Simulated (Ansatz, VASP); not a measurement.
## Two plane-wave programs on WSe2

The input INCAR:

```
ALGO     = Normal         # electronic algorithm
EDIFF    = 1E-6           # SCF threshold, eV
ENCUT    = 520            # plane-wave cutoff, eV
GGA      = PS             # functional
ISIF     = 2              # what is computed and relaxed
ISMEAR   = 0              # smearing method
LASPH    = T              # aspherical terms in the spheres
LCHARG   = F              # write CHGCAR
LREAL    = F              # projectors in reciprocal space
LWAVE    = F              # write WAVECAR
NBANDS   = 20             # bands
NELM     = 60             # most SCF steps
PREC     = Accurate       # precision mode
SIGMA    = 0.05           # smearing width, eV
```

The input KPOINTS:

```
k-points
0
Gamma
  12 12 2
```

File POSCAR:

```
WSe2
1.0
    3.3193064686      0.0000000000      0.0000000000
   -1.6596532343      2.8746037247      0.0000000000
    0.0000000000      0.0000000000     16.4112988180
W Se
1 2
Direct
    0.0000000000      0.0000000000      0.0000000000
    0.3333333333      0.6666666667      0.1003992715
    0.3333333333      0.6666666667      0.8996007285
```

Input for Ansatz:

```yaml
crystal:
  lattice:
    - [3.3193064686, 0.0, 0.0]
    - [-1.6596532343, 2.8746037247, 0.0]
    - [0.0, 0.0, 16.411298818]
  atoms:
    - { symbol: W, position: [0.0, 0.0, 0.0] }
    - { symbol: Se, position: [0.3333333333, 0.6666666667, 0.1003992715] }
    - { symbol: Se, position: [0.3333333333, 0.6666666667, 0.8996007285] }
basis:
  ecutwfc: 420
kpoints:
  mp_grid: { grid: [12, 12, 2] }
hamiltonian:
  xc: pbesol
scf:
  occupations: { method: gaussian, width: 0.05 }
output:
  forces: true
  stress: true
  eigenvalues: true
```

Change from the starting cell: strain +0.015 along x and y, -0.015 along z, atoms carried along.

Alike in both runs: task single point; functional PBEsol; k mesh 12 × 12 × 2; occupations gaussian, width 0.05 eV; no spin polarisation.

```csv
,VASP,Ansatz
version,VASP 6.6.1,Ansatz 0.2.0
potentials or method,"VASP PAW PBE potentials, release 64 (W_sv, Se), cutoff 520 eV","scalar-relativistic, plane waves, PAW"
valence electrons in the cell,26,46
```

Ansatz gave:

```
gap on the k mesh at the Fermi level (eV) : 1.49
least direct gap on the mesh (eV)         : 1.49
rms of the force components (eV/Å)        : 0.056
```

Task: Estimate VASP's values.

Result: gap on the k mesh at the Fermi level (eV): 1.48; least direct gap on the mesh (eV): 1.48; rms of the force components (eV/Å): 0.084.

VASP's potentials were made for PBE, not for PBEsol. Atom by atom the forces differ by 0.028 eV/Å (rms over components). The functional is the same, so the differences come from potentials, cutoffs and numerics. VASP's potentials hold 26 valence electrons a cell and Ansatz's 46, so a difference there can come from the potentials and not from the codes.

Neither program's run includes spin-orbit coupling.
